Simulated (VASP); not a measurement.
# NbP (I4_1md) in VASP: notebook

Aim: see how the results for NbP move with the level of theory and the settings. Levels: LDA, PBEsol. Tasks: single point.

Program: VASP 6.6.1. These are calculated values, not measurements. Logs are shortened: lines on timing, memory, paths and dates and some standing lists are left out, and cuts for length are marked.

### Step 1. The cell of the first run

The structure is tetragonal, space group I4_1md (No. 109). The conventional cell has a = 3.303 Å, b = 3.303 Å, c = 11.242 Å, α = 90.00°, β = 90.00°, γ = 90.00°. Within 3.4 Å of Nb (site symmetry 2mm) lie 6 P at 2.51 Å and 8 Nb at 3.26 to 3.30 Å. Within 3.4 Å of P (site symmetry 2mm) lie 6 Nb at 2.51 Å and 8 P at 3.26 to 3.30 Å.

### Step 2. Single point, LDA

Contents of INCAR:

```
ALGO = Normal
EDIFF = 1E-6
ENCUT = 520
GGA = CA
ISIF = 2
ISMEAR = -1
LASPH = True
LCHARG = False
LREAL = False
LWAVE = False
NBANDS = 26
NELM = 60
PREC = Accurate
SIGMA = 0.02
```

Contents of KPOINTS:

```
k-points
0
Gamma
  10 10 10
```

Contents of POSCAR:

```
NbP
1.0
   -1.6512542291      1.6512542291      5.6211030159
    1.6512542291     -1.6512542291      5.6211030159
    1.6512542291      1.6512542291     -5.6211030159
Nb P
2 2
Direct
    0.7501491032      0.7501491032      0.0000000000
    0.5001491032      1.0001491032      0.5000000000
    0.3324794718      0.3324794718      0.0000000000
    0.0824794718      0.5824794718      0.5000000000
```

Potentials or basis: VASP PAW LDA potentials, release 64 (Nb_sv, P).

Launch:

```bash
> cat potpaw_LDA.64/Nb_sv/POTCAR potpaw_LDA.64/P/POTCAR > POTCAR
> mpirun -np 1 vasp_std > vasp.out
```

OUTCAR:

```text
EDIFF = 1E-6
   ENCUT = 520
   GGA = CA
   ISIF = 2
   ISMEAR = -1
   LASPH = True
   LREAL = False
   NELM = 60
   PREC = Accurate

 ion  position               nearest neighbor table
   1  0.750  0.750  0.000-   4 2.51   4 2.51   3 2.51   3 2.51   3 2.51   3 2.51
   2  0.500  0.000  0.500-   3 2.51   3 2.51   4 2.51   4 2.51   4 2.51   4 2.51
   3  0.332  0.332  0.000-   2 2.51   2 2.51   1 2.51   1 2.51   1 2.51   1 2.51
   4  0.082  0.582  0.500-   1 2.51   1 2.51   2 2.51   2 2.51   2 2.51   2 2.51

  LATTYP: Found a body centered tetragonal cell.
 ALAT       =     3.3025084582
 C/A-ratio  =     3.4041414804

  Lattice vectors:

 A1 = (  -1.6512542291,   1.6512542291,   5.6211030159)
 A2 = (   1.6512542291,  -1.6512542291,   5.6211030159)
 A3 = (   1.6512542291,   1.6512542291,  -5.6211030159)

Analysis of symmetry for initial positions (statically):
=====================================================================
 Subroutine PRICEL returns:
 Original cell was already a primitive cell.

 Routine SETGRP: Setting up the symmetry group for a
 body centered tetragonal supercell.

 Subroutine GETGRP returns: Found  8 space group operations
 (whereof  4 operations were pure point group operations)
 out of a pool of 16 trial point group operations.

The static configuration has the point symmetry C_2v.
 The point group associated with its full space group is C_4v.

Analysis of symmetry for dynamics (positions and initial velocities):
=====================================================================
 Subroutine PRICEL returns:
 Original cell was already a primitive cell.

 Routine SETGRP: Setting up the symmetry group for a
 body centered tetragonal supercell.

 Subroutine GETGRP returns: Found  8 space group operations
 (whereof  4 operations were pure point group operations)
 out of a pool of 16 trial point group operations.

The dynamic configuration has the point symmetry C_2v.
 The point group associated with its full space group is C_4v.

 Subroutine INISYM returns: Found  8 space group operations
 (whereof  4 operations are pure point group operations),
 and found     1 'primitive' translations

----------------------------------------------------------------------------------------

                                     Primitive cell

  volume of cell :      61.3069

  direct lattice vectors                    reciprocal lattice vectors
    -1.651254229  1.651254229  5.621103016     0.000000000  0.302800133  0.088950514
     1.651254229 -1.651254229  5.621103016     0.302800133  0.000000000  0.088950514
     1.651254229  1.651254229 -5.621103016     0.302800133  0.302800133  0.000000000

  length of vectors
     6.086877703  6.086877703  6.086877703     0.315594858  0.315594858  0.428224055

  position of ions in fractional coordinates (direct lattice)
     0.750149103  0.750149103  0.000000000
     0.500149103  0.000149103  0.500000000
     0.332479472  0.332479472  0.000000000
     0.082479472  0.582479472  0.500000000

  ion indices of the primitive-cell ions
   primitive index   ion index
                 1           1
                 2           2
                 3           3
                 4           4

----------------------------------------------------------------------------------------

 KPOINTS: k-points

Automatic generation of k-mesh.
 Grid dimensions read from file:
 generate k-points for:   10   10   10

 Generating k-lattice:

  Cartesian coordinates                     Fractional coordinates (reciprocal lattice)
     0.000000000  0.030280013  0.008895051     0.100000000  0.000000000  0.000000000
     0.030280013  0.000000000  0.008895051     0.000000000  0.100000000  0.000000000
     0.030280013  0.030280013  0.000000000     0.000000000  0.000000000  0.100000000

  Length of vectors
     0.031559486  0.031559486  0.042822405

  Shift w.r.t. Gamma in fractional coordinates (k-lattice)
     0.000000000  0.000000000  0.000000000

 Subroutine IBZKPT returns following result:
 ===========================================

 Found    102 irreducible k-points:

 Following reciprocal coordinates:
            Coordinates               Weight
  0.000000  0.000000  0.000000      1.000000
  0.100000  0.000000  0.000000      8.000000
  0.200000  0.000000  0.000000      8.000000
  0.300000  0.000000  0.000000      8.000000
  0.400000 -0.000000  0.000000      8.000000
  0.500000 -0.000000  0.000000      4.000000
[... 16 lines left out ...]
  0.300000  0.300000  0.000000      8.000000
  0.400000  0.300000  0.000000     16.000000
 [... further k-points ...]
   k-points           NKPTS =    102   k-points in BZ     NKDIM =    102   number of bands    NBANDS=     26
   number of dos      NEDOS =    301   number of ions     NIONS =      4
   total plane-waves  NPLWV = 110592
   dimension x,y,z NGX =    48 NGY =   48 NGZ =   48
   dimension x,y,z NGXF=    96 NGYF=   96 NGZF=   96
   ions per type =               2   2
   NGX,Y,Z   is equivalent  to a cutoff of  13.11, 13.11, 13.11 a.u.
   NGXF,Y,Z  is equivalent  to a cutoff of  26.22, 26.22, 26.22 a.u.
 SYSTEM =  unknown system
   PREC   = accura    normal or accurate (medium, high low for compatibility)
   ISTART =      0    job   : 0-new  1-cont  2-samecut
   ICHARG =      2    charge: 1-file 2-atom 10-const
   ISPIN  =      1    spin polarized calculation?
   LNONCOLLINEAR =      F non collinear calculations
   LSORBIT =      F    spin-orbit coupling
   LASPH  =      T    aspherical Exc in radial PAW
   ENCUT  =  520.0 eV  38.22 Ry    6.18 a.u.  11.32 11.32 11.32*2*pi/ulx,y,z
   NELM   =     60;   NELMIN=  2; NELMDL= -5     # of ELM steps
   EDIFF  = 0.1E-05   stopping-criterion for ELM
   LREAL  =      F    real-space projection
   EDIFFG = 0.1E-04   stopping-criterion for IOM
   NSW    =      0    number of steps for IOM
   IBRION =     -1    ionic relax: 0-MD 1-quasi-New 2-CG
   NFREE  =      0    steps in history (QN), initial steepest desc. (CG)
   ISIF   =      2    stress and relaxation
   ISYM   =      2    0-nonsym 1-usesym 2-fastsym
   POTIM  = 0.5000    time-step for ionic-motion
   TEBEG  =    0.0;   TEEND  =   0.0 temperature during run
   PSTRESS=    0.0 pullay stress
   NELECT =      36.0000    total number of electrons
   NUPDOWN=      -1.0000    fix difference up-down
   EMIN   =  10.00;   EMAX   =-10.00  energy-range for DOS
   EFERMI =   0.00;   METHOD = LEGACY
   ISMEAR =    -1;   SIGMA  =   0.02  broadening in eV -4-tet -1-fermi 0-gaus
   EFERMI_NEDOS =   21; number of points for ismear=-14 and -15
   IALGO  =     38    algorithm
   IMIX   =      4    mixing-type and parameters
     AMIX     =   0.40;   BMIX     =  1.00
     AMIX_MAG =   1.60;   BMIX_MAG =  1.00
  volume/ion in A,a.u.               =      15.33       103.43
  Fermi-wavevector in a.u.,A,eV,Ry     =   1.370900  2.590626 25.570347  1.879368
  Thomas-Fermi vector in A             =   2.496645
   LORBIT       =      0    0 simple, 1 ext, 2 COOP (PROOUT), +10 PAW based schemes
   GGA     = CA    functional components
   LHFCALC =     F    Hartree Fock is set to
   AEXX    =    0.0000 exact exchange contribution
   IVDW    =     0    specifies the selected vdW correction
   LEPSILON=     F    determine dielectric tensor
   LRPA    =     F    only Hartree local field effects (RPA)
 non-spin polarized calculation
  energy-cutoff  :      520.00
  volume of cell :       61.31
 maximum number of plane-waves:      1676
 NGX is ok and might be reduce to    48
   NGX = 23   NGY = 23   NGZ = 23

 number of electron      36.0000001 magnetization

 Free energy of the ion-electron system (eV)
  ---------------------------------------------------
  ext. energy  EPLUGINS =         0.00000000
  ---------------------------------------------------
  free energy    TOTEN  =       -39.02901313 eV

  energy without entropy =      -39.02767178  energy(sigma->0) =      -39.02834246

 E-fermi :  11.0831     XC(G=0): -12.3916

 val. band max:       11.0804231449   @ k =  -0.1000   0.4000   0.1000
 cond. band min:      11.0907284883   @ k =  -0.2000   0.3000   0.2000
 fundamental gap:      0.0103053434
 Fermi energy:        11.0830745298

 k-point     1 :       0.0000    0.0000    0.0000
  band No.  band energies     occupation
      1     -43.3975      2.00000
      2     -43.3478      2.00000
      3     -19.9064      2.00000
      4     -19.6492      2.00000
      5     -19.6492      2.00000
      6     -19.4875      2.00000
[... 18 lines left out ...]
     25      15.3712      0.00000
     26      15.3712      0.00000

 k-point     2 :       0.1000    0.0000    0.0000
  band No.  band energies     occupation
      1     -43.3945      2.00000
      2     -43.3467      2.00000
      3     -19.8953      2.00000
      4     -19.6813      2.00000
      5     -19.6467      2.00000
      6     -19.5192      2.00000
[... 18 lines left out ...]
     25      15.4444      0.00000
     26      15.8704      0.00000

 k-point     3 :       0.2000    0.0000    0.0000
  band No.  band energies     occupation
      1     -43.3863      2.00000
      2     -43.3439      2.00000
      3     -19.8715      2.00000
      4     -19.7580      2.00000
      5     -19.6401      2.00000
      6     -19.5951      2.00000
[... 18 lines left out ...]
     25      15.9790      0.00000
     26      16.8672      0.00000

 k-point     4 :       0.3000    0.0000    0.0000
  band No.  band energies     occupation
      1     -43.3758      2.00000
      2     -43.3409      2.00000
      3     -19.9010      2.00000
      4     -19.7951      2.00000
      5     -19.6760      2.00000
      6     -19.6318      2.00000
[... 18 lines left out ...]
     25      16.1209      0.00000
     26      17.6418      0.00000

 k-point     5 :       0.4000   -0.0000    0.0000
  band No.  band energies     occupation
      1     -43.3666      2.00000
      2     -43.3392      2.00000
      3     -19.9739      2.00000
      4     -19.8050      2.00000
      5     -19.7015      2.00000
      6     -19.6251      2.00000
[... 18 lines left out ...]
     25      15.9240      0.00000
     26      17.8018      0.00000

 k-point     6 :       0.5000   -0.0000    0.0000
  band No.  band energies     occupation
      1     -43.3628      2.00000
      2     -43.3388      2.00000
      3     -20.0039      2.00000
      4     -19.8216      2.00000
      5     -19.6923      2.00000
      6     -19.6225      2.00000
[... 427 lines left out ...]
 k-point    21 :      -0.3000    0.2000    0.0000
  band No.  band energies     occupation
      1     -43.3678      2.00000
      2     -43.3342      2.00000
      3     -19.8825      2.00000
      4     -19.7944      2.00000
      5     -19.7245      2.00000
      6     -19.6681      2.00000
[... 18 lines left out ...]
     25      16.1069      0.00000
     26      17.4094      0.00000

 k-point    22 :      -0.2000    0.2000    0.0000
  band No.  band energies     occupation
      1     -43.3775      2.00000
      2     -43.3378      2.00000
      3     -19.8545      2.00000
      4     -19.7640      2.00000
      5     -19.7259      2.00000
      6     -19.5940      2.00000
[... 18 lines left out ...]
     25      15.6482      0.00000
     26      16.9586      0.00000

 k-point    23 :       0.3000    0.3000    0.0000
  band No.  band energies     occupation
      1     -43.3528      2.00000
      2     -43.3360      2.00000
      3     -19.8631      2.00000
      4     -19.8630      2.00000
      5     -19.7159      2.00000
      6     -19.6672      2.00000
[... 18 lines left out ...]
     25      16.5305      0.00000
     26      16.8679      0.00000

 k-point    24 :       0.4000    0.3000    0.0000
  band No.  band energies     occupation
      1     -43.3448      2.00000
      2     -43.3333      2.00000
      3     -19.9374      2.00000
      4     -19.8508      2.00000
      5     -19.7450      2.00000
      6     -19.6766      2.00000
[... 18 lines left out ...]
     25      16.5905      0.00000
     26      16.9496      0.00000

 [... further k-points ...]

------------------------ aborting loop because EDIFF is reached ----------------------------------------

  FORCE on cell =-STRESS in cart. coord.  units (eV):
  Direction    XX          YY          ZZ          XY          YZ          ZX
  --------------------------------------------------------------------------------------
  -------------------------------------------------------------------------------------
  Total       -0.0718650     -0.0718650     -0.0711672      0.0000000      0.0000000      0.0000000
  in kB       -1.8781002     -1.8781002     -1.8598640      0.0000000      0.0000000      0.0000000
  external PRESSURE =      -1.8720215 kB  Pullay stress =       0.0000000 kB

 VOLUME and BASIS-vectors are now :
 -----------------------------------------------------------------------------
  energy-cutoff  :      520.00
  volume of cell :       61.31
      direct lattice vectors                 reciprocal lattice vectors
    -1.651254229  1.651254229  5.621103016     0.000000000  0.302800133  0.088950514
     1.651254229 -1.651254229  5.621103016     0.302800133  0.000000000  0.088950514
     1.651254229  1.651254229 -5.621103016     0.302800133  0.302800133  0.000000000

 POSITION                                       TOTAL-FORCE (eV/Angst)
 -----------------------------------------------------------------------------------
      0.00000      0.00000      8.43333         0.000000      0.000000     -0.001043
      0.00000      1.65125      0.00168         0.000000      0.000000     -0.001043
      0.00000      0.00000      3.73780        -0.000000     -0.000000      0.001043
      1.65125      0.00000      0.92725         0.000000      0.000000      0.001043
 -----------------------------------------------------------------------------------
    total drift:                                0.000000      0.000000     -0.000106

  FREE ENERGIE OF THE ION-ELECTRON SYSTEM (eV)
  ---------------------------------------------------
  free  energy   TOTEN  =       -39.0290131301 eV

  energy  without entropy=      -39.0276717832  energy(sigma->0) =      -39.02834246
```

Wall time 5.3 min (1 thread of AMD EPYC 7R13 (Zen 3), shared host); peak memory 0.3 GiB.

What came out:

| Item | Value |
| --- | --- |
| Free energy | -39.0290 eV |
| Pressure | -0.2 GPa |
| Band gap on the k mesh | zero (bands 18 and 19 overlap by 0.14 eV) |

Levels at points of the mesh, in eV from the Fermi level:
| k point | band 15 | band 16 | band 17 | band 18 | band 19 | band 20 | band 21 | band 22 |
| --- | --- | --- | --- | --- | --- | --- | --- | --- |
| (0.00, 0.00, 0.00) | -2.26 | -1.80 | -1.36 | -1.36 | 0.84 | 1.69 | 2.84 | 3.32 |
| (0.50, 0.00, 0.00) | -2.41 | -1.85 | -1.60 | -0.06 | 0.05 | 1.38 | 2.62 | 2.79 |
| (0.50, 0.50, 0.00) | -2.85 | -2.85 | -0.41 | -0.41 | 3.15 | 3.15 | 3.27 | 3.27 |
| (0.50, 0.50, 0.50) | -2.80 | -2.80 | -0.45 | -0.45 | 1.23 | 1.23 | 2.47 | 2.47 |

### Step 3. Single point, PBEsol

This run uses another cell than the first one, of 15.56 Å³/atom.

Contents of INCAR:

```
SYSTEM = NbP
  PREC = Accurate
  ENCUT = 520
  EDIFF = 1E-6
  ISMEAR = -1
  SIGMA = 0.02
  LREAL = .FALSE.
  LASPH = .TRUE.
  NELM = 100
  ALGO = Normal
  ISIF = 2
  LWAVE = .FALSE.
  LCHARG = .TRUE.
  GGA = PS
  LELF = .TRUE.
  LVHAR = .TRUE.
  NBANDS = 26
```

Contents of KPOINTS:

```
Automatic mesh
0
G
  10 10 10
  0 0 0
```

Contents of POSCAR:

```
NbP
1.0
   -1.6595372449      1.6595372449      5.6511908984
    1.6595372449     -1.6595372449      5.6511908984
    1.6595372449      1.6595372449     -5.6511908984
Nb P
2 2
Direct
    0.7501279171      0.7501279171      0.0000000000
    0.5001279171      1.0001279171      0.5000000000
    0.3325006579      0.3325006579      0.0000000000
    0.0825006579      0.5825006579      0.5000000000
```

Potentials or basis: VASP PAW PBE potentials, release 64 (Nb_sv, P).

Launch:

```bash
> cat potpaw_PBE.64/Nb_sv/POTCAR potpaw_PBE.64/P/POTCAR > POTCAR
> mpirun -np 1 vasp_std > vasp.out
```

OUTCAR:

```text
SYSTEM = NbP
   PREC = Accurate
   ENCUT = 520
   EDIFF = 1E-6
   ISMEAR = -1
   LREAL = .FALSE.
   LASPH = .TRUE.
   NELM = 100
   ISIF = 2
   GGA = PS

 ion  position               nearest neighbor table
   1  0.750  0.750  0.000-   4 2.52   4 2.52   3 2.52   3 2.52   3 2.52   3 2.52
   2  0.500  0.000  0.500-   3 2.52   3 2.52   4 2.52   4 2.52   4 2.52   4 2.52
   3  0.333  0.333  0.000-   2 2.52   2 2.52   1 2.52   1 2.52   1 2.52   1 2.52
   4  0.083  0.583  0.500-   1 2.52   1 2.52   2 2.52   2 2.52   2 2.52   2 2.52

  LATTYP: Found a body centered tetragonal cell.
 ALAT       =     3.3190744898
[... 898 lines left out ...]
  -------------------------------------------------------------------------------------
  Total       -0.0971725     -0.0971725     -0.0882131      0.0000000      0.0000000      0.0000000
  in kB       -2.5008060     -2.5008060     -2.2702300      0.0000000      0.0000000      0.0000000
  external PRESSURE =      -2.4239473 kB  Pullay stress =       0.0000000 kB

 VOLUME and BASIS-vectors are now :
 -----------------------------------------------------------------------------
  energy-cutoff  :      520.00
  volume of cell :       62.25
      direct lattice vectors                 reciprocal lattice vectors
    -1.659537245  1.659537245  5.651190898     0.000000000  0.301288809  0.088476926
     1.659537245 -1.659537245  5.651190898     0.301288809  0.000000000  0.088476926
     1.659537245  1.659537245 -5.651190898     0.301288809  0.301288809  0.000000000

 POSITION                                       TOTAL-FORCE (eV/Angst)
 -----------------------------------------------------------------------------------
      0.00000      0.00000      8.47823        -0.000000      0.000000     -0.001194
      0.00000      1.65954      0.00145         0.000000     -0.000000     -0.001194
      0.00000      0.00000      3.75805        -0.000000     -0.000000      0.001194
      1.65954      0.00000      0.93245        -0.000000     -0.000000      0.001194
 -----------------------------------------------------------------------------------
    total drift:                                0.000000      0.000000     -0.000277

  FREE ENERGIE OF THE ION-ELECTRON SYSTEM (eV)
  ---------------------------------------------------
  free  energy   TOTEN  =       -37.8321955968 eV

  energy  without entropy=      -37.8308799084  energy(sigma->0) =      -37.83153775
```

OSZICAR:

```text
N       E                     dE             d eps       ncg     rms          rms(c)
DAV:   1     0.352851297402E+03    0.35285E+03   -0.19139E+04  5304   0.139E+03
DAV:   2    -0.933322126850E+01   -0.36218E+03   -0.35129E+03  6226   0.510E+02
DAV:   3    -0.383545801635E+02   -0.29021E+02   -0.28423E+02  9856   0.108E+02
DAV:   4    -0.400802253704E+02   -0.17256E+01   -0.17160E+01  7840   0.215E+01
DAV:   5    -0.401539052711E+02   -0.73680E-01   -0.73606E-01  9452   0.489E+00    0.135E+01
DAV:   6    -0.378459347435E+02    0.23080E+01   -0.77606E+00  8174   0.197E+01    0.485E+00
DAV:   7    -0.378411716573E+02    0.47631E-02   -0.63230E-01  8174   0.426E+00    0.299E+00
DAV:   8    -0.378318037980E+02    0.93679E-02   -0.79390E-02  7912   0.185E+00    0.452E-01
DAV:   9    -0.378320208154E+02   -0.21702E-03   -0.73202E-03  8784   0.516E-01    0.319E-01
DAV:  10    -0.378322235435E+02   -0.20273E-03   -0.19307E-03  6390   0.410E-01    0.582E-02
DAV:  11    -0.378321993928E+02    0.24151E-04   -0.12159E-04  8104   0.977E-02    0.224E-02
DAV:  12    -0.378321958425E+02    0.35503E-05   -0.90800E-06  7700   0.316E-02    0.674E-03
DAV:  13    -0.378321955968E+02    0.24567E-06   -0.49737E-07  4162   0.820E-03
   1 F= -.37832196E+02 E0= -.37831538E+02  d E =-.131569E-02
```

Run time: 5.8 min. Hardware: 1 thread of AMD EPYC 7R13 (Zen 3), shared host; peak memory 0.37 GiB.

Results:

| Property | Result |
| --- | --- |
| Free energy | -37.8322 eV |
| Pressure | -0.2 GPa |
| Band gap on the k mesh | zero (bands 18 and 19 overlap by 0.13 eV) |

Levels at points of the mesh, in eV from the Fermi level:
| k point | band 15 | band 16 | band 17 | band 18 | band 19 | band 20 | band 21 | band 22 |
| --- | --- | --- | --- | --- | --- | --- | --- | --- |
| (0.00, 0.00, 0.00) | -2.24 | -1.77 | -1.37 | -1.37 | 0.83 | 1.66 | 2.79 | 3.27 |
| (0.50, 0.00, 0.00) | -2.38 | -1.87 | -1.58 | -0.07 | 0.06 | 1.36 | 2.57 | 2.75 |
| (0.50, 0.50, 0.00) | -2.86 | -2.86 | -0.45 | -0.45 | 3.10 | 3.10 | 3.22 | 3.22 |
| (0.50, 0.50, 0.50) | -2.77 | -2.77 | -0.49 | -0.49 | 1.22 | 1.22 | 2.43 | 2.43 |

Caveat: the PAW data sets were made with another functional, which shifts forces and pressure a little.
